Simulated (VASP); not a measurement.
# Cr (P6_3/mmc) in VASP: a series of runs, part 2 of 2

VASP 6.6.1.

**4. Single point, LDA, collinear spin, antiferromagnetic start (12.50 Å³/atom)**

This run uses another cell than the first one, of 12.50 Å³/atom.

File INCAR:

```
SYSTEM = Cr
PREC = Accurate
ENCUT = 500
EDIFF = 1E-6
ISMEAR = -1
SIGMA = 0.05
LREAL = .False.
LASPH = .True.
NELM = 200
ALGO = Normal
ISIF = 2
LWAVE = .False.
LCHARG = .False.
ISPIN = 2
MAGMOM = 1.5 -1.5
LORBIT = 11
LMAXMIX = 4
NBANDS = 23
GGA_COMPAT = .False.
```

File KPOINTS:

```
Automatic mesh
0
Gamma
  17 17 8
  0 0 0
```

File POSCAR:

```
Cr
1.0
    2.5264768222      0.0000000000      0.0000000000
   -1.2632384111      2.1879931101      0.0000000000
    0.0000000000      0.0000000000      4.5208846482
Cr
2
Direct
    0.3333333333      0.6666666667      0.2500000000
    0.6666666667      0.3333333333      0.7500000000
```

Potentials or basis: VASP PAW LDA potentials, release 64 (Cr_pv).

On the command line:

```console
cat potpaw_LDA.64/Cr_pv/POTCAR > POTCAR
mpirun -np 1 vasp_std > vasp.out
```

OUTCAR:

```text
SYSTEM = Cr
   PREC = Accurate
   ENCUT = 500
   EDIFF = 1E-6
   ISMEAR = -1
   LREAL = .False.
   LASPH = .True.
   NELM = 200
   ISIF = 2
   ISPIN = 2
   LORBIT = 11

 ion  position               nearest neighbor table
   1  0.333  0.667  0.250-   2 2.69   2 2.69   2 2.69   2 2.69   2 2.69   2 2.69
   2  0.667  0.333  0.750-   1 2.69   1 2.69   1 2.69   1 2.69   1 2.69   1 2.69

  LATTYP: Found a hexagonal cell.
 ALAT       =     2.5264768222
 C/A-ratio  =     1.7894027796

  Lattice vectors:

 A1 = (   2.5264768222,   0.0000000000,   0.0000000000)
 A2 = (  -1.2632384111,   2.1879931101,   0.0000000000)
 A3 = (   0.0000000000,   0.0000000000,   4.5208846482)

Analysis of symmetry for initial positions (statically):
=====================================================================
 Subroutine PRICEL returns:
 Original cell was already a primitive cell.

 Routine SETGRP: Setting up the symmetry group for a
 hexagonal supercell.

 Subroutine GETGRP returns: Found 24 space group operations
 (whereof 12 operations were pure point group operations)
 out of a pool of 24 trial point group operations.

The static configuration has the point symmetry D_3d.
 The point group associated with its full space group is D_6h.

Analysis of symmetry for dynamics (positions and initial velocities):
=====================================================================
 Subroutine PRICEL returns:
 Original cell was already a primitive cell.

 Routine SETGRP: Setting up the symmetry group for a
 hexagonal supercell.

 Subroutine GETGRP returns: Found 24 space group operations
 (whereof 12 operations were pure point group operations)
 out of a pool of 24 trial point group operations.

The dynamic configuration has the point symmetry D_3d.
 The point group associated with its full space group is D_6h.

Analysis of structural, dynamic, and magnetic symmetry:
=====================================================================
 Subroutine PRICEL returns:
 Original cell was already a primitive cell.

 Routine SETGRP: Setting up the symmetry group for a
 hexagonal supercell.

 Subroutine GETGRP returns: Found 24 space group operations
 (whereof 12 operations were pure point group operations)
 out of a pool of 24 trial point group operations.

The overall configuration has the point symmetry D_3d.
 The point group associated with its full space group is D_6h.

 Subroutine INISYM returns: Found 24 space group operations
 (whereof 12 operations are pure point group operations),
 and found     1 'primitive' translations

----------------------------------------------------------------------------------------

                                     Primitive cell

  volume of cell :      24.9911

  direct lattice vectors                    reciprocal lattice vectors
     2.526476822  0.000000000  0.000000000     0.395808104  0.228519915  0.000000000
    -1.263238411  2.187993110  0.000000000     0.000000000  0.457039830  0.000000000
     0.000000000  0.000000000  4.520884648     0.000000000  0.000000000  0.221195646

  length of vectors
     2.526476822  2.526476822  4.520884648     0.457039830  0.457039830  0.221195646

  position of ions in fractional coordinates (direct lattice)
     0.333333333  0.666666667  0.250000000
     0.666666667  0.333333333  0.750000000
[... 70 lines left out ...]
   ICHARG =      2    charge: 1-file 2-atom 10-const
   ISPIN  =      2    spin polarized calculation?
   LNONCOLLINEAR =      F non collinear calculations
   LSORBIT =      F    spin-orbit coupling
   LASPH  =      T    aspherical Exc in radial PAW
   ENCUT  =  500.0 eV  36.75 Ry    6.06 a.u.   4.61  4.61  8.24*2*pi/ulx,y,z
   NELM   =    200;   NELMIN=  2; NELMDL= -5     # of ELM steps
   EDIFF  = 0.1E-05   stopping-criterion for ELM
   LREAL  =      F    real-space projection
   EDIFFG = 0.1E-04   stopping-criterion for IOM
   NSW    =      0    number of steps for IOM
   IBRION =     -1    ionic relax: 0-MD 1-quasi-New 2-CG
   NFREE  =      0    steps in history (QN), initial steepest desc. (CG)
   ISIF   =      2    stress and relaxation
   ISYM   =      2    0-nonsym 1-usesym 2-fastsym
   POTIM  = 0.5000    time-step for ionic-motion
   TEBEG  =    0.0;   TEEND  =   0.0 temperature during run
   PSTRESS=    0.0 pullay stress
   NELECT =      24.0000    total number of electrons
   NUPDOWN=      -1.0000    fix difference up-down
   EMIN   =  10.00;   EMAX   =-10.00  energy-range for DOS
   EFERMI =   0.00;   METHOD = LEGACY
   ISMEAR =    -1;   SIGMA  =   0.05  broadening in eV -4-tet -1-fermi 0-gaus
   EFERMI_NEDOS =   21; number of points for ismear=-14 and -15
   IALGO  =     38    algorithm
   IMIX   =      4    mixing-type and parameters
     AMIX     =   0.40;   BMIX     =  1.00
     AMIX_MAG =   1.60;   BMIX_MAG =  1.00
  volume/ion in A,a.u.               =      12.50        84.32
  Fermi-wavevector in a.u.,A,eV,Ry     =   1.615165  3.052220 35.494326  2.608759
  Thomas-Fermi vector in A             =   2.709957
   LORBIT       =     11    0 simple, 1 ext, 2 COOP (PROOUT), +10 PAW based schemes
   GGA     = CA    functional components
   LHFCALC =     F    Hartree Fock is set to
   AEXX    =    0.0000 exact exchange contribution
   IVDW    =     0    specifies the selected vdW correction
   LEPSILON=     F    determine dielectric tensor
   LRPA    =     F    only Hartree local field effects (RPA)
 spin polarized calculation
  energy-cutoff  :      500.00
  volume of cell :       24.99
 maximum number of plane-waves:       650
   NGX =  9   NGY =  9   NGZ = 17

 number of electron      23.9999993 magnetization       0.0000000

 number of electron      23.9999993 magnetization      -0.0000000

 Free energy of the ion-electron system (eV)
  ---------------------------------------------------
  ext. energy  EPLUGINS =         0.00000000
  ---------------------------------------------------
  free energy    TOTEN  =       -20.20239538 eV

  energy without entropy =      -20.17340457  energy(sigma->0) =      -20.18789997

 E-fermi :   9.5255     XC(G=0): -13.5259

 val. band max:        9.5147663893   @ k =   0.1176   0.0000   0.5000
 cond. band min:       9.5315515345   @ k =   0.0588   0.0588   0.3750
 fundamental gap:      0.0167851452
 Fermi energy:         9.5255168389

 spin component 1

 k-point     1 :       0.0000    0.0000    0.0000
  band No.  band energies     occupation
      1     -33.3067      1.00000
      2     -32.7229      1.00000
      3     -32.5685      1.00000
      4     -32.5685      1.00000
      5     -32.5121      1.00000
      6     -32.5121      1.00000
[... 613 lines left out ...]
     22      23.5570      0.00000
     23      24.0275      0.00000

 [... further k-points ...]

 spin component 2

 k-point     1 :       0.0000    0.0000    0.0000
  band No.  band energies     occupation
      1     -33.3067      1.00000
      2     -32.7229      1.00000
      3     -32.5685      1.00000
      4     -32.5685      1.00000
      5     -32.5121      1.00000
      6     -32.5121      1.00000
[... 613 lines left out ...]
     22      23.5570      0.00000
     23      24.0275      0.00000

 [... further k-points ...]

------------------------ aborting loop because EDIFF is reached ----------------------------------------

  FORCE on cell =-STRESS in cart. coord.  units (eV):
  Direction    XX          YY          ZZ          XY          YZ          ZX
  --------------------------------------------------------------------------------------
  -------------------------------------------------------------------------------------
  Total       -4.0205339     -4.0205339     -3.5576498     -0.0000000      0.0000000      0.0000000
  in kB     -257.7564916   -257.7564916   -228.0809889     -0.0000000      0.0000000      0.0000000
  external PRESSURE =    -247.8646574 kB  Pullay stress =       0.0000000 kB

 VOLUME and BASIS-vectors are now :
 -----------------------------------------------------------------------------
  energy-cutoff  :      500.00
  volume of cell :       24.99
      direct lattice vectors                 reciprocal lattice vectors
     2.526476822  0.000000000  0.000000000     0.395808104  0.228519915  0.000000000
    -1.263238411  2.187993110  0.000000000     0.000000000  0.457039830  0.000000000
     0.000000000  0.000000000  4.520884648     0.000000000  0.000000000  0.221195646

 POSITION                                       TOTAL-FORCE (eV/Angst)
 -----------------------------------------------------------------------------------
     -0.00000      1.45866      1.13022        -0.000000      0.000000      0.000000
      1.26324      0.72933      3.39066         0.000000     -0.000000      0.000000
 -----------------------------------------------------------------------------------
    total drift:                               -0.000000      0.000000     -0.000000

  FREE ENERGIE OF THE ION-ELECTRON SYSTEM (eV)
  ---------------------------------------------------
  free  energy   TOTEN  =       -20.2023953820 eV

  energy  without entropy=      -20.1734045668  energy(sigma->0) =      -20.18789997

 total charge

# of ion       s       p       d       tot
------------------------------------------
    1        0.414   6.339   4.180  10.934
    2        0.414   6.339   4.180  10.934
--------------------------------------------------
tot          0.828  12.678   8.361  21.867

 magnetization (x)

# of ion       s       p       d       tot
------------------------------------------
    1        0.000   0.000   0.000   0.000
    2       -0.000  -0.000  -0.000  -0.000
--------------------------------------------------
tot          0.000   0.000   0.000   0.000
```

OSZICAR:

```text
N       E                     dE             d eps       ncg     rms          rms(c)
DAV:   1     0.237315372676E+03    0.23732E+03   -0.13600E+04 15316   0.126E+03
DAV:   2    -0.151963138566E+02   -0.25251E+03   -0.24412E+03 15593   0.373E+02
DAV:   3    -0.231382247915E+02   -0.79419E+01   -0.78746E+01 19464   0.786E+01
DAV:   4    -0.232089598039E+02   -0.70735E-01   -0.70668E-01 15604   0.760E+00
DAV:   5    -0.232098776356E+02   -0.91783E-03   -0.91782E-03 16363   0.814E-01    0.167E+01
DAV:   6    -0.201969792594E+02    0.30129E+01   -0.12637E+01 16769   0.390E+01    0.366E+00
DAV:   7    -0.202154866346E+02   -0.18507E-01   -0.53730E-01 17007   0.692E+00    0.195E+00
DAV:   8    -0.202076029316E+02    0.78837E-02   -0.26278E-02 17873   0.136E+00    0.926E-01
DAV:   9    -0.202022586746E+02    0.53443E-02   -0.59956E-02 19843   0.156E+00    0.177E-01
DAV:  10    -0.202023740524E+02   -0.11538E-03   -0.28498E-03 16153   0.450E-01    0.497E-02
DAV:  11    -0.202023905608E+02   -0.16508E-04   -0.60925E-05 17939   0.631E-02    0.238E-02
DAV:  12    -0.202023944243E+02   -0.38635E-05   -0.55142E-06 14784   0.150E-02    0.770E-03
DAV:  13    -0.202023953820E+02   -0.95773E-06   -0.69217E-07  8640   0.551E-03
   1 F= -.20202395E+02 E0= -.20187900E+02  d E =-.289908E-01  mag=     0.0000
```

Wall time 3.4 min (1 thread of Oxide Virtual Turin-like, shared host); peak memory 0.19 GiB.

Results:

- Free energy: -20.2024 eV
- Pressure: -24.8 GPa
- Band gap on the k mesh: zero (filled and empty bands overlap)
- Net moment: 0.00 μB per cell
- Valence electrons inside the program's atomic spheres: Cr 10.93

Caveat: the cell stands under tension; an empty level that is flat over the whole mesh can mark a ghost state of the potentials, or a narrow d or f band; the moments typed at the start vanished in this run.

**5. Relaxation of cell and atoms, LDA, collinear spin, antiferromagnetic start**

This run uses another cell than the first one, of 11.99 Å³/atom.

File INCAR:

```
SYSTEM = Cr
  ALGO = Normal
  EDIFF = 1E-7
  EDIFFG = -0.01
  ENCUT = 500
  GGA_COMPAT = .False.
  IBRION = 2
  ISIF = 3
  ISMEAR = -1
  ISPIN = 2
  LASPH = .True.
  LCHARG = .False.
  LMAXMIX = 4
  LORBIT = 11
  LREAL = .False.
  LWAVE = .False.
  MAGMOM = 1.5 -1.5
  NELM = 200
  NELMIN = 4
  NSW = 80
  PREC = Accurate
  SIGMA = 0.05
```

File KPOINTS:

```
k-points
0
Gamma
  14 14 8
  0 0 0
```

File POSCAR:

```
Cr
1.0
    2.5692592270      0.0000000000      0.0000000000
   -1.2846296135      2.2250437595      0.0000000000
    0.0000000000      0.0000000000      4.1956003177
Cr
2
Direct
    0.3333333333      0.6666666667      0.2500000000
    0.6666666667      0.3333333333      0.7500000000
```

On the command line:

```console
cat potpaw_LDA.64/Cr_pv/POTCAR > POTCAR
mpirun -np 1 vasp_std > vasp.out
```

Wall time 10 min (1 thread of Oxide Virtual Turin-like, shared host); peak memory 0.15 GiB.

The run converged. Its results:

- Free energy: -20.4290 eV
- Relaxed volume: 11.16 Å³/atom
- Relaxed cell: a = 2.434 Å, b = 2.434 Å, c = 4.350 Å, α = 90.00°, β = 90.00°, γ = 120.00°
- Space group after relaxing (to 0.1 Å): P6_3/mmc (No. 194)
- Energy gained by relaxing: 91.1 meV/atom
- Ionic steps: 11
- Pressure after relaxing: 0.0 GPa
- Band gap on the k mesh: zero (filled and empty bands overlap)
- Net moment: 0.00 μB per cell
- Valence electrons inside the program's atomic spheres: Cr 11.17

Step by step:
```csv
step,energy change (eV),largest force (eV/Å),pressure (GPa),volume (Å³)
1,0.0000,0.0000,-17.64,23.99
2,0.1693,0.0000,44.03,19.68
3,-0.1210,0.0000,1.19,22.17
4,-0.1211,0.0000,1.72,22.12
5,-0.1670,0.0000,2.50,22.08
6,-0.1792,0.0000,3.56,22.04
7,-0.1720,0.0000,-5.96,22.83
8,-0.1822,0.0000,-0.08,22.31
9,-0.1822,0.0000,0.28,22.30
10,-0.1822,0.0000,0.10,22.31
11,-0.1822,0.0000,0.03,22.31
```

Final structure:
```
Cr
1.0
     2.43351    0.00000    0.00000
    -1.21675    2.10748    0.00000
     0.00000    0.00000    4.35026
Cr
2
Direct
  0.33333 0.66667 0.25000
  0.66667 0.33333 0.75000
```

Levels at points of the mesh, in eV from the Fermi level:
Spin up:
| k point | band 10 | band 11 | band 12 | band 13 | band 14 | band 15 |
| --- | --- | --- | --- | --- | --- | --- |
| (0.00, 0.00, 0.00) | -0.41 | -0.41 | -0.05 | -0.05 | -0.04 | 1.12 |
| (0.50, 0.00, 0.00) | -1.04 | -0.49 | -0.27 | -0.22 | 2.49 | 3.09 |
| (0.00, 0.00, 0.50) | -1.71 | -0.39 | -0.39 | -0.39 | -0.39 | 1.93 |
| (0.50, 0.00, 0.50) | -2.70 | 0.98 | 0.98 | 1.48 | 1.48 | 3.16 |
Spin down:
| k point | band 9 | band 10 | band 11 | band 12 | band 13 | band 14 | band 15 | band 16 |
| --- | --- | --- | --- | --- | --- | --- | --- | --- |
| (0.00, 0.00, 0.00) | -1.31 | -0.41 | -0.41 | -0.05 | -0.05 | -0.04 | 1.12 | 1.12 |
| (0.50, 0.00, 0.00) | -3.67 | -1.04 | -0.49 | -0.27 | -0.22 | 2.49 | 3.09 | 3.22 |
| (0.00, 0.00, 0.50) | -1.71 | -1.71 | -0.39 | -0.39 | -0.39 | -0.39 | 1.93 | 1.93 |
| (0.50, 0.00, 0.50) | -2.70 | -2.70 | 0.98 | 0.98 | 1.48 | 1.48 | 3.16 | 3.16 |

Caveat: the moments typed at the start vanished in this run.

The gap in the log of VASP goes by the Fermi energy; the results here count the filled bands.